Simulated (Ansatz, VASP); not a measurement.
# Si3N4 in VASP and in Ansatz

```
Si N
1.0
     0.00000    3.83825    3.83825
     3.83825    0.00000    3.83825
     3.83825    3.83825    0.00000
Si N
6 8
Direct
  0.62500 0.62500 0.62500
  0.12500 0.62500 0.62500
  0.62500 0.62500 0.12500
  0.62500 0.12500 0.62500
  0.00000 0.00000 0.00000
  0.25000 0.25000 0.25000
  0.38240 0.38240 0.38240
  0.39720 0.86760 0.86760
  0.38240 0.38240 0.85280
  0.86760 0.39720 0.86760
  0.85280 0.38240 0.38240
  0.86760 0.86760 0.86760
  0.38240 0.85280 0.38240
  0.86760 0.86760 0.39720
```

Alike in both runs: task single point; functional PBE; k mesh 6 × 6 × 6; no spin polarisation.

|  | VASP | Ansatz |
| --- | --- | --- |
| version | VASP 6.6.1 | Ansatz 0.2.0 |
| potentials or method | VASP PAW PBE potentials, release 64 (Si, N), cutoff 520 eV | plane waves, PAW |
| occupations | gaussian, width 0.01 eV | fixed |
| valence electrons in the cell | 64 | 64 |

|  | VASP | Ansatz | Ansatz less VASP |
| --- | --- | --- | --- |
| gap on the k mesh at the Fermi level (eV) | 3.51 | 3.52 | +0.012 |
